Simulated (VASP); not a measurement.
Crystal: C.

```
CELL_PARAMETERS angstrom
0.00000 1.80684 1.80684
1.80684 0.00000 1.80684
1.80684 1.80684 0.00000
ATOMIC_POSITIONS crystal
C 0.75000 0.75000 0.75000
C 0.50000 0.50000 0.50000
```

Program: VASP 6.6.1. Alike in all runs: task single point; potentials or basis VASP PAW PBE potentials, release 64 (C); no spin polarisation; cell as given; k mesh 7 × 7 × 7; cutoff (eV) 520; smearing fermi-dirac 0.05 eV.

Q: Order these runs on this cell by their band gap on the k mesh, lowest first.
A. level PBEsol-based screened hybrid with 25 % exact exchange; share of exact exchange 0.25; screening parameter 0.207 1/Å
B. level BHLYP; share of exact exchange 0.5
C. level PBEsol-based global hybrid with 25 % exact exchange; share of exact exchange 0.25

A: A (5.23 eV), C (5.99 eV), B (8.46 eV).

Caveats: all runs use coarse meshes; an odd mesh through Γ misses points on the zone boundary, where band edges can lie.
